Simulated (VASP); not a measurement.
# TiAl3 (I4mm) in VASP: notebook

The runs below take TiAl3 through single point, with PBE.

All numbers are computed with VASP 6.6.1; they aren't measurements. Logs are shortened: lines on timing, memory, paths and dates and some standing lists are left out, and cuts for length are marked.

**1. The cell of the first run**

The structure is tetragonal, space group I4mm (No. 107). Conventional cell: a = 3.845 Å, b = 3.845 Å, c = 8.623 Å, α = 90.00°, β = 90.00°, γ = 90.00°. Ti (site symmetry 4mm) has 12 Al at 2.73 to 2.94 Å within 3.6 Å. Al (site symmetry 4mm) has 4 Ti at 2.73 Å and 8 Al at 2.80 to 2.98 Å within 3.6 Å. Within 3.6 Å of Al (site symmetry 2mm) lie 8 Al at 2.72 to 2.98 Å and 4 Ti at 2.84 to 2.94 Å.

**2. Single point, PBE (atoms displaced along a vibrational mode)**

Contents of INCAR:

```
PREC     = Accurate       # precision mode
ENCUT    = 520            # plane-wave cutoff, eV
EDIFF    = 1E-6           # SCF threshold, eV
ISMEAR   = 0              # smearing method
SIGMA    = 0.15           # smearing width, eV
LREAL    = False          # projectors in reciprocal space
LASPH    = True           # aspherical terms in the spheres
NELM     = 80             # most SCF steps
ALGO     = Fast           # electronic algorithm
ISIF     = 2              # what is computed and relaxed
LWAVE    = False          # write WAVECAR
LCHARG   = False          # write CHGCAR
GGA      = PE             # functional
NBANDS   = 18             # bands
```

Contents of KPOINTS:

```
Automatic mesh
0
Gamma
  18 18 18
```

Contents of POSCAR:

```
TiAl3
1.0
   -1.9226734293      1.9226734293      4.3114047961
    1.9226734293     -1.9226734293      4.3114047961
    1.9226734293      1.9226734293     -4.3114047961
Ti Al
1 3
Direct
    0.0075587001      0.0075587001      0.0000000000
    0.4860834223      0.4860834223      0.0000000000
    0.7502534766      0.2502534766      0.5000000000
    0.2502534766      0.7502534766      0.5000000000
```

Potentials or basis: VASP PAW PBE potentials, release 64 (Ti_sv, Al).

Started as:

```sh
cat potpaw_PBE.64/Ti_sv/POTCAR potpaw_PBE.64/Al/POTCAR > POTCAR
mpirun -np 1 vasp_std > vasp.out
```

OUTCAR:

```text
PREC = Accurate
   ENCUT = 520
   EDIFF = 1E-6
   ISMEAR = 0
   LREAL = False
   LASPH = True
   NELM = 80
   ISIF = 2
   GGA = PE

 ion  position               nearest neighbor table
   1  0.008  0.008  0.000-   2 2.73   2 2.73   2 2.73   2 2.73   4 2.84   4 2.84   3 2.84   3 2.84
                             3 2.94   4 2.94   4 2.94   3 2.94
   2  0.486  0.486  0.000-   1 2.73   1 2.73   1 2.73   1 2.73   4 2.80   3 2.80   4 2.80   3 2.80
                             3 2.98   4 2.98   3 2.98   4 2.98
   3  0.750  0.250  0.500-   4 2.72   4 2.72   4 2.72   4 2.72   2 2.80   2 2.80   1 2.84   1 2.84
                             1 2.94   1 2.94   2 2.98   2 2.98
   4  0.250  0.750  0.500-   3 2.72   3 2.72   3 2.72   3 2.72   2 2.80   2 2.80   1 2.84   1 2.84
                             1 2.94   1 2.94   2 2.98   2 2.98

  LATTYP: Found a body centered tetragonal cell.
 ALAT       =     3.8453468586
 C/A-ratio  =     2.2424009873

  Lattice vectors:

 A1 = (  -1.9226734293,   1.9226734293,   4.3114047961)
 A2 = (   1.9226734293,  -1.9226734293,   4.3114047961)
 A3 = (   1.9226734293,   1.9226734293,  -4.3114047961)

Analysis of symmetry for initial positions (statically):
=====================================================================
 Subroutine PRICEL returns:
 Original cell was already a primitive cell.

 Routine SETGRP: Setting up the symmetry group for a
 body centered tetragonal supercell.

 Subroutine GETGRP returns: Found  8 space group operations
 (whereof  8 operations were pure point group operations)
 out of a pool of 16 trial point group operations.

The static configuration has the point symmetry C_4v.

Analysis of symmetry for dynamics (positions and initial velocities):
=====================================================================
 Subroutine PRICEL returns:
 Original cell was already a primitive cell.

 Routine SETGRP: Setting up the symmetry group for a
 body centered tetragonal supercell.

 Subroutine GETGRP returns: Found  8 space group operations
 (whereof  8 operations were pure point group operations)
 out of a pool of 16 trial point group operations.

The dynamic configuration has the point symmetry C_4v.

 Subroutine INISYM returns: Found  8 space group operations
 (whereof  8 operations are pure point group operations),
 and found     1 'primitive' translations
[... 98 lines left out ...]
   NELM   =     80;   NELMIN=  2; NELMDL= -5     # of ELM steps
   EDIFF  = 0.1E-05   stopping-criterion for ELM
   LREAL  =      F    real-space projection
   EDIFFG = 0.1E-04   stopping-criterion for IOM
   NSW    =      0    number of steps for IOM
   IBRION =     -1    ionic relax: 0-MD 1-quasi-New 2-CG
   NFREE  =      0    steps in history (QN), initial steepest desc. (CG)
   ISIF   =      2    stress and relaxation
   ISYM   =      2    0-nonsym 1-usesym 2-fastsym
   POTIM  = 0.5000    time-step for ionic-motion
   TEBEG  =    0.0;   TEEND  =   0.0 temperature during run
   PSTRESS=    0.0 pullay stress
   NELECT =      21.0000    total number of electrons
   NUPDOWN=      -1.0000    fix difference up-down
   EMIN   =  10.00;   EMAX   =-10.00  energy-range for DOS
   EFERMI =   0.00;   METHOD = LEGACY
   ISMEAR =     0;   SIGMA  =   0.15  broadening in eV -4-tet -1-fermi 0-gaus
   EFERMI_NEDOS =   21; number of points for ismear=-14 and -15
   IALGO  =     68    algorithm
   IMIX   =      4    mixing-type and parameters
     AMIX     =   0.40;   BMIX     =  1.00
     AMIX_MAG =   1.60;   BMIX_MAG =  1.00
  volume/ion in A,a.u.               =      15.94       107.55
  Fermi-wavevector in a.u.,A,eV,Ry     =   1.130623  2.136568 17.392455  1.278309
  Thomas-Fermi vector in A             =   2.267320
   LORBIT       =      0    0 simple, 1 ext, 2 COOP (PROOUT), +10 PAW based schemes
   GGA     = PE    functional components
   LHFCALC =     F    Hartree Fock is set to
   AEXX    =    0.0000 exact exchange contribution
   IVDW    =     0    specifies the selected vdW correction
   LEPSILON=     F    determine dielectric tensor
   LRPA    =     F    only Hartree local field effects (RPA)
 non-spin polarized calculation
 RMM-DIIS sequential band-by-band and
 Gauss-broadening in eV      SIGMA  =   0.15
  energy-cutoff  :      520.00
  volume of cell :       63.75
 maximum number of plane-waves:      1752
 NGX is ok and might be reduce to    40
   NGX = 19   NGY = 19   NGZ = 19

 number of electron      21.0000002 magnetization

 Free energy of the ion-electron system (eV)
  ---------------------------------------------------
  ext. energy  EPLUGINS =         0.00000000
  ---------------------------------------------------
  free energy    TOTEN  =       -20.62900310 eV

  energy without entropy =      -20.60924424  energy(sigma->0) =      -20.61912367

 E-fermi :   8.1711     XC(G=0): -10.7160

 val. band max:        8.1667283224   @ k =  -0.4444   0.4444   0.2222
 cond. band min:       8.1713144375   @ k =  -0.4444   0.5000   0.4444
 fundamental gap:      0.0045861151
 Fermi energy:         8.1710786197

 k-point     1 :       0.0000    0.0000    0.0000
  band No.  band energies     occupation
      1     -48.3363      2.00000
      2     -24.6472      2.00000
      3     -24.6472      2.00000
      4     -24.5722      2.00000
      5      -1.8702      2.00000
      6       5.2959      2.00000
[... 481 lines left out ...]
      5      -1.2793      2.00000
      6       4.3600      2.00000
[... 10 lines left out ...]
     17      12.3437      0.00000
     18      13.5343      0.00000

 [... further k-points ...]

------------------------ aborting loop because EDIFF is reached ----------------------------------------

  FORCE on cell =-STRESS in cart. coord.  units (eV):
  Direction    XX          YY          ZZ          XY          YZ          ZX
  --------------------------------------------------------------------------------------
  -------------------------------------------------------------------------------------
  Total        0.0952018      0.0952018      0.0853376      0.0000000      0.0000000      0.0000000
  in kB        2.3925779      2.3925779      2.1446741      0.0000000      0.0000000      0.0000000
  external PRESSURE =       2.3099433 kB  Pullay stress =       0.0000000 kB

 VOLUME and BASIS-vectors are now :
 -----------------------------------------------------------------------------
  energy-cutoff  :      520.00
  volume of cell :       63.75
      direct lattice vectors                 reciprocal lattice vectors
    -1.922673429  1.922673429  4.311404796     0.000000000  0.260054564  0.115971481
     1.922673429 -1.922673429  4.311404796     0.260054564  0.000000000  0.115971481
     1.922673429  1.922673429 -4.311404796     0.260054564  0.260054564  0.000000000

 POSITION                                       TOTAL-FORCE (eV/Angst)
 -----------------------------------------------------------------------------------
      0.00000      0.00000      0.06518         0.000000      0.000000     -0.440415
      0.00000      0.00000      4.19140        -0.000000     -0.000000      0.463833
      0.00000      1.92267      2.15789        -0.000000      0.000000     -0.011709
      1.92267      0.00000      2.15789         0.000000     -0.000000     -0.011709
 -----------------------------------------------------------------------------------
    total drift:                                0.000000      0.000000      0.000002

  FREE ENERGIE OF THE ION-ELECTRON SYSTEM (eV)
  ---------------------------------------------------
  free  energy   TOTEN  =       -20.6290031000 eV

  energy  without entropy=      -20.6092442431  energy(sigma->0) =      -20.61912367
```

OSZICAR:

```text
N       E                     dE             d eps       ncg     rms          rms(c)
DAV:   1     0.122310761944E+03    0.12231E+03   -0.90341E+03 17280   0.109E+03
DAV:   2    -0.133421223679E+02   -0.13565E+03   -0.13182E+03 17440   0.290E+02
DAV:   3    -0.224262064062E+02   -0.90841E+01   -0.89017E+01 27762   0.680E+01
[... 20 lines left out ...]
RMM:  24    -0.206289975744E+02   -0.16943E-05   -0.28583E-05 24963   0.232E-02    0.123E-02
RMM:  25    -0.206289994446E+02   -0.18702E-05   -0.21614E-05 20057   0.158E-02    0.105E-02
RMM:  26    -0.206290008685E+02   -0.14239E-05   -0.15534E-05 20428   0.132E-02    0.103E-02
RMM:  27    -0.206290021872E+02   -0.13187E-05   -0.13896E-05 18779   0.113E-02    0.978E-03
RMM:  28    -0.206290031000E+02   -0.91272E-06   -0.97117E-06 19250   0.103E-02
   1 F= -.20629003E+02 E0= -.20619124E+02  d E =-.197589E-01
```

stdout:

```text
POSCAR found type information on POSCAR TiAl
 POSCAR found :  2 types and       4 ions
 scaLAPACK will be used
 LDA part: xc-table for (Slater+PW92), standard interpolation
 POSCAR, INCAR and KPOINTS ok, starting setup
 FFT: planning ... GRIDC
 FFT: planning ... GRID_SOFT
 FFT: planning ... GRID
 WAVECAR not read
 entering main loop
WARNING in EDDRMM: call to ZHEGV failed, returncode =   8  4     14
WARNING in EDDRMM: call to ZHEGV failed, returncode =   8  4      5
WARNING in EDDRMM: call to ZHEGV failed, returncode =   8  4     12
WARNING in EDDRMM: call to ZHEGV failed, returncode =   8  4     14
WARNING in EDDRMM: call to ZHEGV failed, returncode =   8  4      4
WARNING in EDDRMM: call to ZHEGV failed, returncode =   8  4     17
WARNING in EDDRMM: call to ZHEGV failed, returncode =   8  4     16
WARNING in EDDRMM: call to ZHEGV failed, returncode =   8  4     16
WARNING in EDDRMM: call to ZHEGV failed, returncode =   8  4     16
WARNING in EDDRMM: call to ZHEGV failed, returncode =   6  3     14
WARNING in EDDRMM: call to ZHEGV failed, returncode =   6  3      5
WARNING in EDDRMM: call to ZHEGV failed, returncode =   6  3     15
WARNING in EDDRMM: call to ZHEGV failed, returncode =   6  3     10
WARNING in EDDRMM: call to ZHEGV failed, returncode =   6  3      5
WARNING in EDDRMM: call to ZHEGV failed, returncode =   6  3     15
WARNING in EDDRMM: call to ZHEGV failed, returncode =   6  3     12
WARNING in EDDRMM: call to ZHEGV failed, returncode =   6  3      9
WARNING in EDDRMM: call to ZHEGV failed, returncode =   8  4     17
WARNING in EDDRMM: call to ZHEGV failed, returncode =   6  3      6
WARNING in EDDRMM: call to ZHEGV failed, returncode =   6  3     10
WARNING in EDDRMM: call to ZHEGV failed, returncode =   6  3     14
```

It took 35 min on 1 thread of AMD EPYC 7R43 (Zen 3), shared host; peak memory 0.62 GiB.

What came out:

| Item | Value |
| --- | --- |
| Free energy | -20.6290 eV |
| Pressure | 0.2 GPa |
| Largest force | 0.464 eV/Å |
| Band gap on the k mesh | zero (an odd number of electrons rules out a gap without spin polarisation) |

Forces on the atoms (eV/Å):
```
Ti   0.000  0.000 -0.440
Al   0.000  0.000  0.464
Al   0.000  0.000 -0.012
Al   0.000  0.000 -0.012
```

Levels at points of the mesh, in eV from the Fermi level:
```csv
k point,band 9,band 10,band 11,band 12,band 13,band 14
"(0.00, 0.00, 0.00)",-1.24,-1.24,0.84,1.75,1.75,2.21
"(0.50, 0.00, 0.00)",-1.03,-0.25,0.49,1.78,2.03,2.64
"(0.50, 0.50, 0.00)",-2.66,-2.20,-0.98,1.75,1.91,2.59
"(0.50, 0.50, 0.50)",-0.95,-0.24,0.69,0.69,0.95,3.03
```

Caveat: the cell differs from its parent crystal (atoms displaced along a vibrational mode).

(Continued in part 2 of 2.)
